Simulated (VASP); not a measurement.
Here is a VASP 6.6.1 calculation.

INCAR

```
SYSTEM = VSi2
ALGO     = Normal         ! electronic algorithm
EDIFF    = 1E-6           ! SCF threshold, eV
ENCUT    = 520            ! plane-wave cutoff, eV
GGA      = PS             ! functional
ISIF     = 2              ! what is computed and relaxed
ISMEAR   = 0              ! smearing method
LASPH    = .True.         ! aspherical terms in the spheres
LCHARG   = .False.        ! write CHGCAR
LREAL    = .False.        ! projectors in reciprocal space
LWAVE    = .False.        ! write WAVECAR
NBANDS   = 42             ! bands
NELM     = 100            ! most SCF steps
PREC     = Accurate       ! precision mode
SIGMA    = 0.1            ! smearing width, eV
```

Contents of KPOINTS:

```
k-points
0
Gamma
  12 12 6
  0 0 0
```

The input POSCAR:

```
VSi2
1.0
    4.5217455222      0.0000000000      0.0000000000
   -2.2608727611      3.9159464917      0.0000000000
    0.0000000000      0.0000000000      6.3228900730
V Si
3 6
Direct
    0.5000000000      0.0000000000      0.0000000000
    0.5000000000      0.5000000000      0.6666666667
    0.0000000000      0.5000000000      0.3333333333
    0.1632516007      0.3265032015      0.0000000000
    0.8367483993      0.1632516007      0.6666666667
    0.6734967985      0.8367483993      0.3333333333
    0.8367483993      0.6734967985      0.0000000000
    0.1632516007      0.8367483993      0.6666666667
    0.3265032015      0.1632516007      0.3333333333
```

Potentials or basis: VASP PAW PBE potentials, release 64 (V_sv, Si).

Command:

```bash
$ cat potpaw_PBE.64/V_sv/POTCAR potpaw_PBE.64/Si/POTCAR > POTCAR
$ mpirun -np 1 vasp_std > vasp.out
```

Question: Estimate the pressure.

Answer: 0.3 GPa.

Caveat: the PAW data sets were made with another functional, which shifts forces and pressure a little.
